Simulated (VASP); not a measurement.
Crystal: Yb.

```
CELL_PARAMETERS angstrom
-2.15148 2.15148 2.15148
2.15148 -2.15148 2.15148
2.15148 2.15148 -2.15148
ATOMIC_POSITIONS crystal
Yb 0.00000 0.00000 0.00000
```

This isn't the form of Yb at room conditions, which is fcc.

Base run:

```yaml
Program: VASP 6.6.1
Functional: PBE
Potentials_or_basis: VASP PAW PBE potentials, release 64 (Yb)
Cutoff: 520 eV
k_mesh: 7 × 7 × 7
Occupations: fermi-dirac, width 0.05 eV
Spin: collinear spin, ferromagnetic start
Starting_moments: "[1.0] μB"
Fixed_moment: 1 μB
```

Its results: pressure -1.4 GPa; site moments Yb +0.45 μB.

**Question.** The run is repeated on the same cell with these changes: fixed moment from 1 μB to 0.5 μB; moments at the start from [1.0] to [0.5]. What comes out?

**Answer.** Pressure -2.0 GPa; site moments Yb +0.24 μB.

Caveats: the total moment is fixed, so each spin has its own Fermi level.
